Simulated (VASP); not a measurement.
## Mn: single point with PBE

The system is Mn.

```
Mn
1.0
    -1.45021    1.45021    1.45021
     1.45021   -1.45021    1.45021
     1.45021    1.45021   -1.45021
Mn
1
Direct
  0.00000 0.00000 0.00000
```

This isn't the form of Mn at room conditions, which is a 58-atom cubic cell.

- Program: VASP 6.6.1
- Task: single point
- Functional: PBE
- Potentials or basis: VASP PAW PBE potentials, release 64 (Mn_pv)
- Cutoff: 520 eV
- k mesh: 20 × 20 × 20
- Occupations: gaussian, width 0.05 eV
- Spin: collinear spin, ferromagnetic start
- Starting moments: [3.5] μB
- Dipole correction: no
- Further INCAR settings: ALGO = Fast; EDIFF = 1e-06; NBANDS = 16

```json
{"Pressure": "-21.2 GPa", "Net moment": "1.06 μB per cell", "Site moments": "Mn +1.06 μB", "Valence electrons inside the program's atomic spheres": "Mn 11.75"}
```

Levels at points of the mesh, in eV from the Fermi level:
Spin up:
```tsv
k point	band 4	band 5	band 6	band 7	band 8	band 9	band 10	band 11
(0.00, 0.00, 0.00)	-7.91	-1.54	-1.54	-1.54	-0.12	-0.12	22.88	22.88
(0.50, 0.00, 0.00)	-4.37	-2.71	-0.08	0.11	0.66	1.34	7.88	17.14
(0.50, 0.50, 0.50)	-4.22	-4.22	1.05	1.05	1.05	9.70	9.70	9.70
```
Spin down:
| k point | band 4 | band 5 | band 6 | band 7 | band 8 | band 9 |
| --- | --- | --- | --- | --- | --- | --- |
| (0.00, 0.00, 0.00) | -7.80 | -0.67 | -0.67 | -0.67 | 1.22 | 1.22 |
| (0.50, 0.00, 0.00) | -3.77 | -1.94 | 0.75 | 1.13 | 1.48 | 2.35 |
| (0.50, 0.50, 0.50) | -3.34 | -3.34 | 2.04 | 2.04 | 2.04 | 9.85 |

Wall time 63 s on 1 thread of AMD EPYC 9R45 96-Core Processor (Zen 5), with other jobs on the host, peak memory 0.16 GiB.

Caveat: the cell stands under tension.
